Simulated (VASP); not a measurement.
# NiGe (Pnma) in VASP: single point with PBEsol

Aim: the single point of NiGe with PBEsol.

Everything below comes from runs of VASP 6.6.1. Logs are shortened: lines on timing, memory, paths and dates and some standing lists are left out, and cuts for length are marked.

### 1 The cell of the first run

It takes space group Pnma (No. 62, orthorhombic). Conventional cell: a = 5.311 Å, b = 3.440 Å, c = 5.739 Å, α = 90.00°, β = 90.00°, γ = 90.00°. Within 3.1 Å of Ni (site symmetry m) lie 6 Ge at 2.32 to 2.49 Å and 4 Ni at 2.75 to 2.77 Å. Ge (site symmetry m) has 6 Ni at 2.32 to 2.49 Å and 2 Ge at 2.83 Å within 3.1 Å.

### 2 Single point, PBEsol

The input, INCAR:

```
SYSTEM = NiGe
PREC = Accurate
ENCUT = 520
EDIFF = 1E-6
ISMEAR = 0
SIGMA = 0.1
LREAL = .FALSE.
LASPH = .TRUE.
NELM = 80
ALGO = Normal
ISIF = 2
LWAVE = .FALSE.
LCHARG = .FALSE.
GGA = PS
NBANDS = 58
```

The input, KPOINTS:

```
Automatic mesh
0
G
  8 10 6
  0 0 0
```

The input, POSCAR:

```
NiGe
1.0
    5.3107948217      0.0000000000      0.0000000000
    0.0000000000      3.4400167669      0.0000000000
    0.0000000000      0.0000000000      5.7392574567
Ni Ge
4 4
Direct
    0.9929865360      0.7500000000      0.1888713152
    0.0070134640      0.2500000000      0.8111286848
    0.5070134640      0.2500000000      0.6888713152
    0.4929865360      0.7500000000      0.3111286848
    0.8116425492      0.7500000000      0.5883967042
    0.1883574508      0.2500000000      0.4116032958
    0.6883574508      0.2500000000      0.0883967042
    0.3116425492      0.7500000000      0.9116032958
```

Potentials or basis: VASP PAW PBE potentials, release 64 (Ni, Ge_d).

Command:

```console
$ cat potpaw_PBE.64/Ni/POTCAR potpaw_PBE.64/Ge_d/POTCAR > POTCAR
$ mpirun -np 1 vasp_std > vasp.out
```

OUTCAR:

```text
SYSTEM = NiGe
   PREC = Accurate
   ENCUT = 520
   EDIFF = 1E-6
   ISMEAR = 0
   LREAL = .FALSE.
   LASPH = .TRUE.
   NELM = 80
   ISIF = 2
   GGA = PS

 ion  position               nearest neighbor table
   1  0.993  0.750  0.189-   8 2.32   6 2.38   6 2.38   7 2.43   7 2.43   5 2.49   4 2.75   4 2.75
                             2 2.77   2 2.77
   2  0.007  0.250  0.811-   7 2.32   5 2.38   5 2.38   8 2.43   8 2.43   6 2.49   3 2.75   3 2.75
                             1 2.77   1 2.77
   3  0.507  0.250  0.689-   6 2.32   8 2.38   8 2.38   5 2.43   5 2.43   7 2.49   2 2.75   2 2.75
                             4 2.77   4 2.77
   4  0.493  0.750  0.311-   5 2.32   7 2.38   7 2.38   6 2.43   6 2.43   8 2.49   1 2.75   1 2.75
                             3 2.77   3 2.77
   5  0.812  0.750  0.588-   4 2.32   2 2.38   2 2.38   3 2.43   3 2.43   1 2.49   6 2.83   6 2.83

   6  0.188  0.250  0.412-   3 2.32   1 2.38   1 2.38   4 2.43   4 2.43   2 2.49   5 2.83   5 2.83

   7  0.688  0.250  0.088-   2 2.32   4 2.38   4 2.38   1 2.43   1 2.43   3 2.49   8 2.83   8 2.83

   8  0.312  0.750  0.912-   1 2.32   3 2.38   3 2.38   2 2.43   2 2.43   4 2.49   7 2.83   7 2.83

  LATTYP: Found a simple orthorhombic cell.
 ALAT       =     3.4400167669
 B/A-ratio  =     1.5438281792
 C/A-ratio  =     1.6683806637

  Lattice vectors:

 A1 = (   0.0000000000,  -3.4400167669,   0.0000000000)
 A2 = (   5.3107948217,   0.0000000000,   0.0000000000)
 A3 = (   0.0000000000,   0.0000000000,   5.7392574567)

Analysis of symmetry for initial positions (statically):
=====================================================================
 Subroutine PRICEL returns:
 Original cell was already a primitive cell.

 Routine SETGRP: Setting up the symmetry group for a
 simple orthorhombic supercell.

 Subroutine GETGRP returns: Found  8 space group operations
 (whereof  2 operations were pure point group operations)
 out of a pool of  8 trial point group operations.

The static configuration has the point symmetry S_2 .
 The point group associated with its full space group is D_2h.

Analysis of symmetry for dynamics (positions and initial velocities):
=====================================================================
 Subroutine PRICEL returns:
 Original cell was already a primitive cell.

 Routine SETGRP: Setting up the symmetry group for a
 simple orthorhombic supercell.

 Subroutine GETGRP returns: Found  8 space group operations
 (whereof  2 operations were pure point group operations)
 out of a pool of  8 trial point group operations.

The dynamic configuration has the point symmetry S_2 .
 The point group associated with its full space group is D_2h.
[... 108 lines left out ...]
   LASPH  =      T    aspherical Exc in radial PAW
   ENCUT  =  520.0 eV  38.22 Ry    6.18 a.u.   9.87  6.40 10.67*2*pi/ulx,y,z
   NELM   =     80;   NELMIN=  2; NELMDL= -5     # of ELM steps
   EDIFF  = 0.1E-05   stopping-criterion for ELM
   LREAL  =      F    real-space projection
[... 7 lines left out ...]
   TEBEG  =    0.0;   TEEND  =   0.0 temperature during run
   PSTRESS=    0.0 pullay stress
   NELECT =      96.0000    total number of electrons
   NUPDOWN=      -1.0000    fix difference up-down
   EMIN   =  10.00;   EMAX   =-10.00  energy-range for DOS
   EFERMI =   0.00;   METHOD = LEGACY
   ISMEAR =     0;   SIGMA  =   0.10  broadening in eV -4-tet -1-fermi 0-gaus
   EFERMI_NEDOS =   21; number of points for ismear=-14 and -15
   IALGO  =     38    algorithm
   IMIX   =      4    mixing-type and parameters
     AMIX     =   0.40;   BMIX     =  1.00
     AMIX_MAG =   1.60;   BMIX_MAG =  1.00
  volume/ion in A,a.u.               =      13.11        88.45
  Fermi-wavevector in a.u.,A,eV,Ry     =   1.589669  3.004038 34.382560  2.527047
  Thomas-Fermi vector in A             =   2.688483
   LORBIT       =      0    0 simple, 1 ext, 2 COOP (PROOUT), +10 PAW based schemes
   GGA     = PS    functional components
   LHFCALC =     F    Hartree Fock is set to
   AEXX    =    0.0000 exact exchange contribution
   IVDW    =     0    specifies the selected vdW correction
   LEPSILON=     F    determine dielectric tensor
   LRPA    =     F    only Hartree local field effects (RPA)
 non-spin polarized calculation
 Gauss-broadening in eV      SIGMA  =   0.10
  energy-cutoff  :      520.00
  volume of cell :      104.85
 maximum number of plane-waves:      2847
 NGX is ok and might be reduce to    40
   NGX = 19   NGY = 13   NGZ = 21

 number of electron      96.0000027 magnetization

 Free energy of the ion-electron system (eV)
  ---------------------------------------------------
  ext. energy  EPLUGINS =         0.00000000
  ---------------------------------------------------
  free energy    TOTEN  =       -47.29147157 eV

  energy without entropy =      -47.27978874  energy(sigma->0) =      -47.28563016

 E-fermi :   9.0739     XC(G=0): -12.8251

 val. band max:        9.0650689340   @ k =   0.3750   0.1000   0.1667
 cond. band min:       9.0822173347   @ k =   0.1250   0.4000   0.0000
 fundamental gap:      0.0171484007
 Fermi energy:         9.0739240882

 k-point     1 :       0.0000    0.0000    0.0000
  band No.  band energies     occupation
      1     -15.5596      2.00000
      2     -15.5453      2.00000
      3     -15.5373      2.00000
      4     -15.5349      2.00000
      5     -15.5186      2.00000
      6     -15.4971      2.00000
[... 1453 lines left out ...]
     57      15.6195      0.00000
     58      16.1722      0.00000

 [... further k-points ...]
[... 5 lines left out ...]
  --------------------------------------------------------------------------------------
  -------------------------------------------------------------------------------------
  Total        0.1726644      0.0961722      0.1283465      0.0000000      0.0000000      0.0000000
  in kB        2.6383817      1.4695493      1.9611857      0.0000000      0.0000000      0.0000000
  external PRESSURE =       2.0230389 kB  Pullay stress =       0.0000000 kB

 VOLUME and BASIS-vectors are now :
 -----------------------------------------------------------------------------
  energy-cutoff  :      520.00
  volume of cell :      104.85
      direct lattice vectors                 reciprocal lattice vectors
     5.310794822  0.000000000  0.000000000     0.188295732  0.000000000  0.000000000
     0.000000000  3.440016767  0.000000000     0.000000000  0.290696258  0.000000000
     0.000000000  0.000000000  5.739257457     0.000000000  0.000000000  0.174238568

 POSITION                                       TOTAL-FORCE (eV/Angst)
 -----------------------------------------------------------------------------------
      5.27355      2.58001      1.08398        -0.005772     -0.000000      0.001855
      0.03725      0.86000      4.65528         0.005772     -0.000000     -0.001855
      2.69264      0.86000      3.95361         0.005772     -0.000000      0.001855
      2.61815      2.58001      1.78565        -0.005772      0.000000     -0.001855
      4.31047      2.58001      3.37696        -0.002709     -0.000000      0.002683
      1.00033      0.86000      2.36230         0.002709      0.000000     -0.002683
      3.65573      0.86000      0.50733         0.002709     -0.000000      0.002683
      1.65507      2.58001      5.23193        -0.002709     -0.000000     -0.002683
 -----------------------------------------------------------------------------------
    total drift:                               -0.000000     -0.000000      0.000000

  FREE ENERGIE OF THE ION-ELECTRON SYSTEM (eV)
  ---------------------------------------------------
  free  energy   TOTEN  =       -47.2914715741 eV

  energy  without entropy=      -47.2797887444  energy(sigma->0) =      -47.28563016
```

OSZICAR:

```text
N       E                     dE             d eps       ncg     rms          rms(c)
DAV:   1     0.103807876267E+04    0.10381E+04   -0.40401E+04 16406   0.441E+03
DAV:   2     0.169445394888E+03   -0.86863E+03   -0.82948E+03 13920   0.102E+03
DAV:   3    -0.363659060452E+02   -0.20581E+03   -0.19712E+03 13940   0.280E+02
DAV:   4    -0.526979898856E+02   -0.16332E+02   -0.16027E+02 15706   0.897E+01
DAV:   5    -0.531266060114E+02   -0.42862E+00   -0.42756E+00 15120   0.164E+01    0.245E+01
DAV:   6    -0.606072692889E+02   -0.74807E+01   -0.95701E+01 15640   0.101E+02    0.335E+01
DAV:   7    -0.473156644764E+02    0.13292E+02   -0.33751E+01 14968   0.683E+01    0.353E+00
DAV:   8    -0.473816244675E+02   -0.65960E-01   -0.41441E+00 16734   0.136E+01    0.337E+00
DAV:   9    -0.472936042141E+02    0.88020E-01   -0.69720E-01 16670   0.783E+00    0.656E-01
DAV:  10    -0.472918208031E+02    0.17834E-02   -0.55241E-02 14844   0.251E+00    0.335E-01
DAV:  11    -0.472914512705E+02    0.36953E-03   -0.51340E-03 19130   0.548E-01    0.137E-01
DAV:  12    -0.472914888210E+02   -0.37550E-04   -0.38466E-04 17498   0.156E-01    0.464E-02
DAV:  13    -0.472914714765E+02    0.17344E-04   -0.53593E-05 18516   0.827E-02    0.635E-03
DAV:  14    -0.472914716791E+02   -0.20258E-06   -0.12855E-05 12930   0.216E-02    0.382E-03
DAV:  15    -0.472914715741E+02    0.10499E-06   -0.37650E-07  7424   0.480E-03
   1 F= -.47291472E+02 E0= -.47285630E+02  d E =-.116828E-01
```

stdout:

```text
POSCAR found type information on POSCAR NiGe
 POSCAR found :  2 types and       8 ions
 scaLAPACK will be used
 -----------------------------------------------------------------------------
|                                                                             |
|                                                                             |
|     You enforced a specific xc type in the INCAR file but a different       |
|     I HOPE YOU KNOW WHAT YOU ARE DOING!                                     |
|                                                                             |
 -----------------------------------------------------------------------------

 LDA part: xc-table for (Slater+PW92), standard interpolation
 POSCAR, INCAR and KPOINTS ok, starting setup
 FFT: planning ... GRIDC
 FFT: planning ... GRID_SOFT
 FFT: planning ... GRID
 WAVECAR not read
 entering main loop
```

Run time: 6.1 min. Hardware: 1 thread of AMD EPYC 9R45 (Zen 5), shared host; peak memory 0.58 GiB.

What came out:

```
Free energy            : -47.2915 eV
Pressure               : 0.2 GPa
Largest force          : 0.006 eV/Å
Band gap on the k mesh : zero (bands 48 and 49 overlap by 1.62 eV)
```

Forces on the atoms (eV/Å):
```
Ni  -0.006  0.000  0.002
Ni   0.006  0.000 -0.002
Ni   0.006  0.000  0.002
Ni  -0.006  0.000 -0.002
Ge  -0.003  0.000  0.003
Ge   0.003  0.000 -0.003
Ge   0.003  0.000  0.003
Ge  -0.003  0.000 -0.003
```

Stress tensor (GPa, compression positive):
```
0.26 0.00 0.00
0.00 0.15 0.00
0.00 0.00 0.20
```

Levels at points of the mesh, in eV from the Fermi level:
| k point | band 45 | band 46 | band 47 | band 48 | band 49 | band 50 | band 51 | band 52 |
| --- | --- | --- | --- | --- | --- | --- | --- | --- |
| (0.00, 0.00, 0.00) | -1.68 | -1.09 | -0.98 | -0.88 | 0.70 | 0.80 | 3.99 | 4.08 |
| (0.50, 0.00, 0.00) | -1.63 | -1.63 | 0.78 | 0.78 | 1.46 | 1.46 | 3.19 | 3.19 |
| (0.00, 0.50, 0.00) | -1.66 | -1.66 | -1.27 | -1.27 | -0.54 | -0.54 | 2.04 | 2.04 |
| (0.50, 0.50, 0.00) | -1.44 | -1.44 | -1.44 | -1.44 | 0.33 | 0.33 | 0.33 | 0.33 |
| (0.00, 0.00, 0.50) | -1.28 | -1.28 | -0.20 | -0.20 | 1.09 | 1.09 | 2.70 | 2.70 |
| (0.50, 0.00, 0.50) | -0.96 | -0.96 | 0.71 | 0.71 | 2.58 | 2.58 | 2.62 | 2.62 |
| (0.00, 0.50, 0.50) | -1.70 | -1.70 | -1.55 | -1.55 | 0.40 | 0.40 | 0.72 | 0.72 |
| (0.50, 0.50, 0.50) | -1.62 | -1.62 | -1.62 | -1.62 | 2.55 | 2.55 | 2.55 | 2.55 |

Caveat: the PAW data sets were made with another functional, which shifts forces and pressure a little. Spin polarisation is off, so any magnetic state and its effect on volume and gap are missing.
